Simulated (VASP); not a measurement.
**Hf: single point with r2SCAN**

Hf:

```
Hf
1.0
     3.06401    0.00000    0.00000
    -1.53200    2.65351    0.00000
     0.00000    0.00000    4.84174
Hf
2
Direct
  0.33333 0.66667 0.25000
  0.66667 0.33333 0.75000
```

This cell differs from its parent crystal: volume scaled by 0.880.

```json
{
  "Program": "VASP 6.6.1",
  "Task": "single point",
  "Functional": "r2SCAN",
  "Potentials or basis": "VASP PAW PBE potentials, release 64 (Hf_pv)",
  "Cutoff": "520 eV",
  "k mesh": "16 × 16 × 10",
  "Occupations": "gaussian, width 0.05 eV",
  "Spin": "no spin polarisation"
}
```

The pressure is 16.8 GPa and the band gap on the k mesh is zero (band 10 reaches 7.10 eV, above the bottom of band 11 at 5.33 eV).

Stress tensor (GPa, compression positive):
```
16.87  0.00  0.00
 0.00 16.87  0.00
 0.00  0.00 16.56
```

Levels at points of the mesh, in eV from the Fermi level:
```csv
k point,band 8,band 9,band 10,band 11,band 12,band 13
"(0.00, 0.00, 0.00)",-4.28,0.97,1.34,1.34,1.72,2.38
"(0.50, 0.00, 0.00)",-3.38,-2.78,-0.74,0.92,1.12,2.09
"(0.00, 0.00, 0.50)",-5.85,0.11,0.11,1.23,1.23,1.23
"(0.50, 0.00, 0.50)",-3.98,-1.26,-1.26,1.58,1.58,3.17
```

Run time: 2 min on 1 thread of Intel(R) Xeon(R) 6975P-C (Granite Rapids) (shared host), peak memory 0.23 GiB.

Caveat: the PAW data sets were made with another functional, which shifts forces and pressure a little; spin-orbit coupling is left out, which moves the levels of the heavy elements.
